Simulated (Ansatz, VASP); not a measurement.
One calculation of CdHgS2, two programs

INCAR

```
SYSTEM = CdHgS2
  PREC = Accurate
  ENCUT = 520
  EDIFF = 1E-6
  ISMEAR = 0
  SIGMA = 0.01
  LREAL = .FALSE.
  LASPH = .TRUE.
  NELM = 80
  ALGO = Normal
  ISIF = 2
  LWAVE = .FALSE.
  LCHARG = .FALSE.
  GGA = PE
  NBANDS = 26
```

File KPOINTS:

```
Automatic mesh
0
G
  8 8 6
  0 0 0
```

POSCAR

```
CdHgS2
1.0
    4.2192778294      0.0000000000      0.0000000000
    0.0000000000      4.2192778294      0.0000000000
    0.0000000000      0.0000000000      5.9403673178
Cd Hg S
1 1 2
Direct
    0.0000000000      0.0000000000      0.0000000000
    0.5000000000      0.5000000000      0.5000000000
    0.5000000000      0.0000000000      0.2465115816
    0.0000000000      0.5000000000      0.7534884184
```

Input for Ansatz:

```yaml
crystal:
  lattice:
    - [4.2192778294, 0.0, 0.0]
    - [0.0, 4.2192778294, 0.0]
    - [0.0, 0.0, 5.9403673178]
  atoms:
    - { symbol: Cd, position: [0.0, 0.0, 0.0] }
    - { symbol: Hg, position: [0.5, 0.5, 0.5] }
    - { symbol: S, position: [0.5, 0.0, 0.2465115816] }
    - { symbol: S, position: [0.0, 0.5, 0.7534884184] }
basis:
  ecutwfc: 420
kpoints:
  mp_grid: { grid: [8, 8, 6] }
  band_path: { path: [VBM, CBM], npoints: 2 }
hamiltonian:
  xc: pbe
scf:
  occupations: { method: gaussian, width: 0.01 }
output:
  forces: false
  stress: false
  eigenvalues: true
checkpoint:
  read: start.run
  write: ck
  compress: false
  write_wavefunctions: false
  write_every: 100000
```

Alike in both runs: task single point; functional PBE; k mesh 8 × 8 × 6; occupations gaussian, width 0.01 eV; no spin polarisation.

|  | VASP | Ansatz |
| --- | --- | --- |
| version | VASP 6.6.1 | Ansatz 0.2.0 |
| potentials or method | VASP PAW PBE potentials, release 64 (Cd, Hg, S), cutoff 520 eV | scalar-relativistic, plane waves, PAW |
| valence electrons in the cell | 36 | 52 |

```csv
,VASP,Ansatz,Ansatz less VASP
gap on the k mesh at the Fermi level (eV),0.22,0.22,+0.001
least direct gap on the mesh (eV),0.22,0.22,+0.001
```

VASP's potentials hold 36 valence electrons a cell and Ansatz's 52, so a difference there can come from the potentials and not from the codes.

Neither program's run includes spin-orbit coupling.
